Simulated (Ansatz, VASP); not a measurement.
# SrO: VASP beside Ansatz

INCAR

```
SYSTEM = SrO
ALGO = Normal
EDIFF = 1E-7
ENCUT = 520
GGA = PE
ISIF = 2
ISMEAR = -1
LASPH = .TRUE.
LCHARG = .FALSE.
LREAL = .FALSE.
LWAVE = .FALSE.
NBANDS = 24
NELM = 60
PREC = Accurate
SIGMA = 0.02
```

File KPOINTS:

```
k-points
0
G
  12 12 4
  0 0 0
```

POSCAR

```
SrO
1.0
    3.4894789828      0.0000000000      0.0000000000
   -1.7447394914      3.0858546360      0.0000000000
    0.0000000000      0.0000000000      6.2551048056
Sr O
2 2
Direct
    0.0000000000      0.0000000000      0.0000000000
    0.0000000000      0.0000000000      0.5000000000
    0.3314912901      0.6629825803      0.2500000000
    0.6685087099      0.3370174197      0.7500000000
```

Input for Ansatz:

```yaml
crystal:
  lattice:
    - [3.4894789828, 0.0, 0.0]
    - [-1.7447394914, 3.085854636, 0.0]
    - [0.0, 0.0, 6.2551048056]
  atoms:
    - { symbol: Sr, position: [0.0, 0.0, 0.0] }
    - { symbol: Sr, position: [0.0, 0.0, 0.5] }
    - { symbol: O, position: [0.3314912901, 0.6629825803, 0.25] }
    - { symbol: O, position: [0.6685087099, 0.3370174197, 0.75] }
kpoints:
  mp_grid: { grid: [12, 12, 4] }
  band_path:
    path:
      - [0.0, 0.0, 0.0]
      - [0.5, 0.0, 0.0]
      - [0.3333333333, 0.3333333333, 0.0]
      - [0.0, 0.0, 0.5]
      - [0.5, 0.0, 0.5]
      - [0.3333333333, 0.3333333333, 0.5]
    npoints: 1
hamiltonian:
  xc: pbe
scf:
  occupations: { method: fermi_dirac, width: 0.02 }
  n_extra_bands: 5
output:
  forces: true
  stress: true
  eigenvalues: true
```

Change from the starting cell: uniaxial_x strain -2.1%.

Alike in both runs: task single point; functional PBE; k mesh 12 × 12 × 4; occupations fermi-dirac, width 0.02 eV; no spin polarisation.

|  | VASP | Ansatz |
| --- | --- | --- |
| version | VASP 6.6.1 | Ansatz 0.2.0 |
| potentials or method | VASP PAW PBE potentials, release 64 (Sr_sv, O) | plane waves, PAW |
| plane-wave cutoff (eV) | 520 | 420 |
| valence electrons in the cell | 32 | 32 |

VASP gave:

```
gap on the k mesh at the Fermi level (eV)                     : 3.37
pressure (GPa)                                                : 4.5
traceless stress, the component that is largest in VASP (GPa) : 1.56
```

Estimate Ansatz's values.

gap on the k mesh at the Fermi level (eV): 3.42; pressure (GPa): 3.8; traceless stress, the component that is largest in VASP (GPa): 1.61.

The functional is the same, so the differences come from potentials, cutoffs and numerics.
